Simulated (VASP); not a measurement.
PbO2, 6 atoms in the cell. The structure is tetragonal, space group P4_2/mnm (No. 136). Conventional cell: a = 4.847 Å, b = 4.847 Å, c = 3.473 Å, α = 90.00°, β = 90.00°, γ = 90.00°. Pb (site symmetry mmm) has 6 O at 2.11 to 2.18 Å within 2.8 Å. Within 2.8 Å of O (site symmetry m2m) lie 3 Pb at 2.11 to 2.18 Å and 1 O at 2.64 Å.  This cell differs from its parent crystal: biaxial strain in the a-b plane: -3.0 %.

- Program: VASP 6.6.1
- Task: single point
- Functional: PBEsol
- Potentials or basis: VASP PAW PBE potentials, release 64 (Pb_d, O)
- Cutoff: 520 eV
- k mesh: 8 × 8 × 10
- Occupations: gaussian, width 0.1 eV
- Spin: no spin polarisation
- Dipole correction: no
- Further INCAR settings: ALGO = Normal; EDIFF = 1e-07; NBANDS = 35

Potentials or basis: VASP PAW PBE potentials, release 64 (Pb_d, O).

Command:

```bash
$ cat potpaw_PBE.64/Pb_d/POTCAR potpaw_PBE.64/O/POTCAR > POTCAR
$ mpirun -np 1 vasp_std > vasp.out
```

Hardware: 1 thread of Intel(R) Xeon(R) Platinum 8559C (Emerald Rapids), on a shared host.

Problem. Estimate the wall time of this run.

Solution. Run time: 2.3 min on 1 thread of Intel(R) Xeon(R) Platinum 8559C (Emerald Rapids), on a shared host, peak memory 0.32 GiB. Counts: scf iterations 15, k points 90.
